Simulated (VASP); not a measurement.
# Cs (Im-3m) in VASP: a series of runs, part 2 of 2

VASP 6.6.1. Earlier steps stand in the parts before.

**3. Single point, PBE (volume scaled by 0.68)**

INCAR

```
SYSTEM = Cs
PREC = Accurate
ENCUT = 520
EDIFF = 1E-7
ISMEAR = -1
SIGMA = 0.05
LREAL = .False.
LASPH = .True.
NELM = 80
ALGO = Normal
ISIF = 2
LWAVE = .False.
LCHARG = .True.
GGA = PE
LELF = .True.
LVHAR = .True.
NBANDS = 10
```

KPOINTS

```
regular mesh
0
Gamma
  9 9 9
  0 0 0
```

POSCAR

```
Cs
1.0
   -2.7059462001      2.7059462001      2.7059462001
    2.7059462001     -2.7059462001      2.7059462001
    2.7059462001      2.7059462001     -2.7059462001
Cs
1
Direct
    0.0000000000      0.0000000000      0.0000000000
```

Potentials or basis: VASP PAW PBE potentials, release 64 (Cs_sv).

Run with:

```sh
> cat potpaw_PBE.64/Cs_sv/POTCAR > POTCAR
> mpirun -np 1 vasp_std > vasp.out
```

OUTCAR:

```text
SYSTEM = Cs
   PREC = Accurate
   ENCUT = 520
   EDIFF = 1E-7
   ISMEAR = -1
   LREAL = .False.
   LASPH = .True.
   NELM = 80
   ISIF = 2
   GGA = PE

 ion  position               nearest neighbor table
   1  0.000  0.000  0.000-

  LATTYP: Found a body centered cubic cell.
 ALAT       =     5.4118924002

  Lattice vectors:

 A1 = (  -2.7059462001,   2.7059462001,   2.7059462001)
 A2 = (   2.7059462001,  -2.7059462001,   2.7059462001)
 A3 = (   2.7059462001,   2.7059462001,  -2.7059462001)

Analysis of symmetry for initial positions (statically):
=====================================================================
 Subroutine PRICEL returns:
 Original cell was already a primitive cell.

 Routine SETGRP: Setting up the symmetry group for a
 body centered cubic supercell.

 Subroutine GETGRP returns: Found 48 space group operations
 (whereof 48 operations were pure point group operations)
 out of a pool of 48 trial point group operations.

The static configuration has the point symmetry O_h .

Analysis of symmetry for dynamics (positions and initial velocities):
=====================================================================
 Subroutine PRICEL returns:
 Original cell was already a primitive cell.

 Routine SETGRP: Setting up the symmetry group for a
 body centered cubic supercell.

 Subroutine GETGRP returns: Found 48 space group operations
 (whereof 48 operations were pure point group operations)
 out of a pool of 48 trial point group operations.

The dynamic configuration has the point symmetry O_h .

 Subroutine INISYM returns: Found 48 space group operations
 (whereof 48 operations are pure point group operations),
 and found     1 'primitive' translations

----------------------------------------------------------------------------------------

                                     Primitive cell

  volume of cell :      79.2533

  direct lattice vectors                    reciprocal lattice vectors
    -2.705946200  2.705946200  2.705946200     0.000000000  0.184778249  0.184778249
     2.705946200 -2.705946200  2.705946200     0.184778249  0.000000000  0.184778249
     2.705946200  2.705946200 -2.705946200     0.184778249  0.184778249  0.000000000

  length of vectors
     4.686836301  4.686836301  4.686836301     0.261315905  0.261315905  0.261315905

  position of ions in fractional coordinates (direct lattice)
     0.000000000  0.000000000  0.000000000

  ion indices of the primitive-cell ions
   primitive index   ion index
                 1           1

----------------------------------------------------------------------------------------

 KPOINTS: regular mesh

Automatic generation of k-mesh.
 Grid dimensions read from file:
 generate k-points for:    9    9    9

 Generating k-lattice:

  Cartesian coordinates                     Fractional coordinates (reciprocal lattice)
     0.000000000  0.020530917  0.020530917     0.111111111  0.000000000  0.000000000
     0.020530917  0.000000000  0.020530917     0.000000000  0.111111111  0.000000000
     0.020530917  0.020530917  0.000000000     0.000000000  0.000000000  0.111111111

  Length of vectors
     0.029035101  0.029035101  0.029035101

  Shift w.r.t. Gamma in fractional coordinates (k-lattice)
     0.000000000  0.000000000  0.000000000

 Subroutine IBZKPT returns following result:
 ===========================================

 Found     35 irreducible k-points:

 Following reciprocal coordinates:
            Coordinates               Weight
  0.000000  0.000000  0.000000      1.000000
  0.111111  0.000000  0.000000     12.000000
  0.222222  0.000000  0.000000     12.000000
  0.333333  0.000000  0.000000     12.000000
  0.444444  0.000000  0.000000     12.000000
  0.111111  0.111111  0.000000     24.000000
[... 16 lines left out ...]
 -0.333333  0.444444  0.111111     48.000000
 -0.444444 -0.444444  0.111111     24.000000
 [... further k-points ...]
   k-points           NKPTS =     35   k-points in BZ     NKDIM =     35   number of bands    NBANDS=     10
   number of dos      NEDOS =    301   number of ions     NIONS =      1
   total plane-waves  NPLWV =  46656
   dimension x,y,z NGX =    36 NGY =   36 NGZ =   36
   dimension x,y,z NGXF=    72 NGYF=   72 NGZF=   72
   ions per type =               1
   NGX,Y,Z   is equivalent  to a cutoff of  12.77, 12.77, 12.77 a.u.
   NGXF,Y,Z  is equivalent  to a cutoff of  25.54, 25.54, 25.54 a.u.
 SYSTEM =  Cs
   PREC   = accura    normal or accurate (medium, high low for compatibility)
   ISTART =      0    job   : 0-new  1-cont  2-samecut
   ICHARG =      2    charge: 1-file 2-atom 10-const
   ISPIN  =      1    spin polarized calculation?
   LNONCOLLINEAR =      F non collinear calculations
   LSORBIT =      F    spin-orbit coupling
   LASPH  =      T    aspherical Exc in radial PAW
   ENCUT  =  520.0 eV  38.22 Ry    6.18 a.u.   8.71  8.71  8.71*2*pi/ulx,y,z
   NELM   =     80;   NELMIN=  2; NELMDL= -5     # of ELM steps
   EDIFF  = 0.1E-06   stopping-criterion for ELM
   LREAL  =      F    real-space projection
   EDIFFG = 0.1E-05   stopping-criterion for IOM
   NSW    =      0    number of steps for IOM
   IBRION =     -1    ionic relax: 0-MD 1-quasi-New 2-CG
   NFREE  =      0    steps in history (QN), initial steepest desc. (CG)
   ISIF   =      2    stress and relaxation
   ISYM   =      2    0-nonsym 1-usesym 2-fastsym
   POTIM  = 0.5000    time-step for ionic-motion
   TEBEG  =    0.0;   TEEND  =   0.0 temperature during run
   PSTRESS=    0.0 pullay stress
   NELECT =       9.0000    total number of electrons
   NUPDOWN=      -1.0000    fix difference up-down
   EMIN   =  10.00;   EMAX   =-10.00  energy-range for DOS
   EFERMI =   0.00;   METHOD = LEGACY
   ISMEAR =    -1;   SIGMA  =   0.05  broadening in eV -4-tet -1-fermi 0-gaus
   EFERMI_NEDOS =   21; number of points for ismear=-14 and -15
   IALGO  =     38    algorithm
   IMIX   =      4    mixing-type and parameters
     AMIX     =   0.40;   BMIX     =  1.00
     AMIX_MAG =   1.60;   BMIX_MAG =  1.00
  volume/ion in A,a.u.               =      79.25       534.83
  Fermi-wavevector in a.u.,A,eV,Ry     =   0.792775  1.498127  8.551152  0.628492
  Thomas-Fermi vector in A             =   1.898580
   LORBIT       =      0    0 simple, 1 ext, 2 COOP (PROOUT), +10 PAW based schemes
   GGA     = PE    functional components
   LHFCALC =     F    Hartree Fock is set to
   AEXX    =    0.0000 exact exchange contribution
   IVDW    =     0    specifies the selected vdW correction
   LEPSILON=     F    determine dielectric tensor
   LRPA    =     F    only Hartree local field effects (RPA)
 non-spin polarized calculation
  energy-cutoff  :      520.00
  volume of cell :       79.25
 maximum number of plane-waves:      2154
   NGX = 17   NGY = 17   NGZ = 17

 number of electron       8.9999998 magnetization

 Free energy of the ion-electron system (eV)
  ---------------------------------------------------
  ext. energy  EPLUGINS =         0.00000000
  ---------------------------------------------------
  free energy    TOTEN  =        -0.72891808 eV

  energy without entropy =       -0.71797439  energy(sigma->0) =       -0.72344623

 E-fermi :   1.5707     XC(G=0):  -6.4441

 val. band max:        1.5542867536   @ k =   0.4444   0.1111   0.0000
 cond. band min:       1.6461955374   @ k =  -0.3333   0.4444   0.1111
 fundamental gap:      0.0919087838
 Fermi energy:         1.5707244151

 k-point     1 :       0.0000    0.0000    0.0000
  band No.  band energies     occupation
      1     -22.1506      2.00000
      2      -8.7730      2.00000
      3      -8.7730      2.00000
      4      -8.7730      2.00000
      5      -0.4557      2.00000
      6       4.2723      0.00000
      7       4.2723      0.00000
      8       4.2723      0.00000
      9       5.4501      0.00000
     10       5.4501      0.00000

 k-point     2 :       0.1111    0.0000    0.0000
  band No.  band energies     occupation
      1     -22.1464      2.00000
      2      -8.8305      2.00000
      3      -8.7898      2.00000
      4      -8.7735      2.00000
      5      -0.2516      2.00000
      6       4.0702      0.00000
      7       4.0982      0.00000
      8       4.4806      0.00000
      9       5.1760      0.00000
     10       5.4099      0.00000
[... 274 lines left out ...]
 k-point    24 :      -0.4444   -0.4444    0.1111
  band No.  band energies     occupation
      1     -22.1076      2.00000
      2      -9.1758      2.00000
      3      -8.9826      2.00000
      4      -8.8442      2.00000
      5       1.8834      0.00384
      6       2.6734      0.00000
      7       3.2450      0.00000
      8       4.6017      0.00000
      9       6.0341      0.00000
     10       7.4385      0.00000

 [... further k-points ...]
[... 5 lines left out ...]
  --------------------------------------------------------------------------------------
  -------------------------------------------------------------------------------------
  Total        0.7054443      0.7054443      0.7054443     -0.0000000      0.0000000      0.0000000
  in kB       14.2611935     14.2611935     14.2611935     -0.0000000      0.0000000      0.0000000
  external PRESSURE =      14.2611935 kB  Pullay stress =       0.0000000 kB

 VOLUME and BASIS-vectors are now :
 -----------------------------------------------------------------------------
  energy-cutoff  :      520.00
  volume of cell :       79.25
      direct lattice vectors                 reciprocal lattice vectors
    -2.705946200  2.705946200  2.705946200     0.000000000  0.184778249  0.184778249
     2.705946200 -2.705946200  2.705946200     0.184778249  0.000000000  0.184778249
     2.705946200  2.705946200 -2.705946200     0.184778249  0.184778249  0.000000000

 POSITION                                       TOTAL-FORCE (eV/Angst)
 -----------------------------------------------------------------------------------
      0.00000      0.00000      0.00000         0.000000      0.000000     -0.000000
 -----------------------------------------------------------------------------------
    total drift:                               -0.000000      0.000000      0.000000

  FREE ENERGIE OF THE ION-ELECTRON SYSTEM (eV)
  ---------------------------------------------------
  free  energy   TOTEN  =        -0.7289180828 eV

  energy  without entropy=       -0.7179743856  energy(sigma->0) =       -0.72344623
```

Run time: 23 s. Hardware: 1 thread of Intel Xeon Platinum 8488C (Sapphire Rapids), shared host; peak memory 0.2 GiB.

Results:

* Free energy: -0.7289 eV
* Pressure: 1.4 GPa

Caveat: spin-orbit coupling is left out, which moves the levels of the heavy elements.

**4. Single point, PBE (volume scaled by 0.68)**

INCAR

```
ALGO = Normal
EDIFF = 1E-6
ENCUT = 520
GGA = PE
ISIF = 2
ISMEAR = -1
LASPH = T
LCHARG = F
LREAL = F
LWAVE = F
NBANDS = 10
NELM = 80
PREC = Accurate
SIGMA = 0.05
```

KPOINTS

```
k-points
0
Gamma
  9 9 9
```

POSCAR is that of step 3.

Run with:

```sh
> cat potpaw_PBE.64/Cs_sv/POTCAR > POTCAR
> mpirun -np 1 vasp_std > vasp.out
```

Wall time 21 s (1 thread of Intel Xeon Platinum 8488C (Sapphire Rapids), shared host); peak memory 0.2 GiB.

The run converged. Its results:

* Free energy: -0.7289 eV
* Pressure: 1.4 GPa

Levels at points of the mesh, in eV from the Fermi level:
| k point | band 2 | band 3 | band 4 | band 5 | band 6 | band 7 | band 8 | band 9 |
| --- | --- | --- | --- | --- | --- | --- | --- | --- |
| (0.00, 0.00, 0.00) | -10.34 | -10.34 | -10.34 | -2.03 | 2.70 | 2.70 | 2.70 | 3.88 |

Caveat: spin-orbit coupling is left out, which moves the levels of the heavy elements.

**5. Single point, PBE (volume scaled by 0.76)**

INCAR

```
SYSTEM = Cs
  PREC = Accurate
  ENCUT = 520
  EDIFF = 1E-6
  ISMEAR = -1
  SIGMA = 0.05
  LREAL = .FALSE.
  LASPH = .TRUE.
  NELM = 80
  ALGO = Normal
  ISIF = 2
  LWAVE = .FALSE.
  LCHARG = .FALSE.
  GGA = PE
  NBANDS = 10
```

KPOINTS

```
regular mesh
0
G
  9 9 9
  0 0 0
```

POSCAR

```
Cs
1.0
   -2.8081526846      2.8081526846      2.8081526846
    2.8081526846     -2.8081526846      2.8081526846
    2.8081526846      2.8081526846     -2.8081526846
Cs
1
Direct
    0.0000000000      0.0000000000      0.0000000000
```

Run with:

```sh
> cat potpaw_PBE.64/Cs_sv/POTCAR > POTCAR
> mpirun -np 1 vasp_std > vasp.out
```

It took 17 s on 1 thread of Intel Xeon Platinum 8488C (Sapphire Rapids), shared host; peak memory 0.2 GiB.

Results (log left out):

```
Free energy : -0.7949 eV
Pressure    : 0.9 GPa
```

Levels at points of the mesh, in eV from the Fermi level:
```
           k point  band 1  band 2  band 3  band 4  band 5  band 6  band 7  band 8
(0.00, 0.00, 0.00)  -23.75  -10.42  -10.42  -10.42   -1.93    2.64    2.64    2.64
```

Caveat: spin-orbit coupling is left out, which moves the levels of the heavy elements.

**6. Overview**

```tsv
cell	gap on the mesh (eV)	pressure (GPa)
a = 4.495 Å, angles 109.5°, 1 atom	none	2.3
a = 4.687 Å, angles 109.5°, 1 atom	none	1.4
a = 4.864 Å, angles 109.5°, 1 atom	none	0.9
```

Alike in all rows: task single point; level PBE; potentials or basis VASP PAW PBE potentials, release 64 (Cs_sv); no spin polarisation; k mesh 9 × 9 × 9; cutoff (eV) 520; smearing fermi-dirac 0.05 eV.

Caveats: spin-orbit coupling is left out, which moves the levels of the heavy elements.

Absolute energies hang on the potentials; compare differences alone.
